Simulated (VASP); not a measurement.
Write the native input for VASP 6.6.1 that does the following.

| Item | Value |
| --- | --- |
| Task | single point |
| Functional | PBE |
| Potentials or basis | VASP PAW PBE potentials, release 64 (Si, C) |
| Cutoff | 520 eV |
| k mesh | 14 × 14 × 10 |
| Occupations | gaussian, width 0.1 eV |
| Spin | no spin polarisation |
| Dipole correction | no |
| Further INCAR settings | ALGO = Normal; EDIFF = 1e-06; NBANDS = 16 |

The structure of SiC lies in POSCAR:

```
SiC
1.0
    3.1969666581      0.0000000000      0.0000000000
    0.0000000000      3.1969666581      0.0000000000
    0.0000000000      0.0000000000      4.4503753299
Si C
2 2
Direct
    0.0000000000      0.5000000000      0.2725625823
    0.5000000000      0.0000000000      0.7274374177
    0.0000000000      0.0000000000      0.0000000000
    0.5000000000      0.5000000000      0.0000000000
```

The input as run:

INCAR

```
SYSTEM = SiC
PREC     = Accurate       ! precision mode
ENCUT    = 520            ! plane-wave cutoff, eV
EDIFF    = 1E-6           ! SCF threshold, eV
ISMEAR   = 0              ! smearing method
SIGMA    = 0.1            ! smearing width, eV
LREAL    = .FALSE.        ! projectors in reciprocal space
LASPH    = .TRUE.         ! aspherical terms in the spheres
NELM     = 60             ! most SCF steps
ALGO     = Normal         ! electronic algorithm
ISIF     = 2              ! what is computed and relaxed
LWAVE    = .FALSE.        ! write WAVECAR
LCHARG   = .TRUE.         ! write CHGCAR
GGA      = PE             ! functional
LELF     = .TRUE.         ! ELF
LVHAR    = .TRUE.       
NBANDS   = 16             ! bands
```

KPOINTS

```
Automatic mesh
0
G
  14 14 10
  0 0 0
```

Potentials or basis: VASP PAW PBE potentials, release 64 (Si, C).

Launch:

```console
$ cat potpaw_PBE.64/Si/POTCAR potpaw_PBE.64/C/POTCAR > POTCAR
$ mpirun -np 1 vasp_std > vasp.out
```

Results of the run:

```yaml
Pressure: 0.0 GPa
Largest_force: 0.007 eV/Å
Band_gap_on_the_k_mesh: zero (bands 8 and 9 overlap by 3.75 eV)
```

Run time: 2.7 min on 1 thread of Intel Xeon 8259CL (shared host), peak memory 0.25 GiB.
